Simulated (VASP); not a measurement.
Write the native input for VASP 6.6.1 that does the following.

- Task: single point
- Functional: PBE
- Potentials or basis: VASP PAW PBE potentials, release 64 (Ge_d)
- Cutoff: 520 eV
- k mesh: 12 × 12 × 12
- Occupations: gaussian, width 0.05 eV
- Spin: non-collinear spin, zero start, spin-orbit coupling
- Starting moments: [[0.0, 0.0, 0.0], [0.0, 0.0, 0.0]] μB
- Dipole correction: no
- Further INCAR settings: ALGO = Normal; EDIFF = 1e-06; NBANDS = 40

The structure of Ge lies in POSCAR:

```
Ge
1.0
    0.0000000000      2.8836577741      2.8836577741
    2.8836577741      0.0000000000      2.8836577741
    2.8836577741      2.8836577741      0.0000000000
Ge
2
Direct
    0.5000000000      0.5000000000      0.5000000000
    0.7500000000      0.7500000000      0.7500000000
```

One way to write it, as run:

INCAR

```
PREC = Accurate
ENCUT = 520
EDIFF = 1E-6
ISMEAR = 0
SIGMA = 0.05
LREAL = F
LASPH = T
NELM = 150
ALGO = Normal
ISIF = 2
LWAVE = F
LCHARG = F
MAGMOM = 0 0 0 0 0 0
LORBIT = 11
LSORBIT = T
GGA_COMPAT = F
LORBMOM = T
GGA = PE
NBANDS = 40
```

KPOINTS

```
Automatic mesh
0
Gamma
  12 12 12
```

Potentials or basis: VASP PAW PBE potentials, release 64 (Ge_d).

The run is started by

```sh
$ cat potpaw_PBE.64/Ge_d/POTCAR > POTCAR
$ mpirun -np 1 vasp_ncl > vasp.out
```

Results of the run:

```json
{"Pressure": "-0.2 GPa", "Net moment": "0.00 μB per cell", "Valence electrons inside the program's atomic spheres": "Ge 12.36"}
```

It took 2 min on 1 thread of AMD EPYC 9R45 96-Core Processor (Zen 5), with other jobs on the host, peak memory 0.35 GiB.
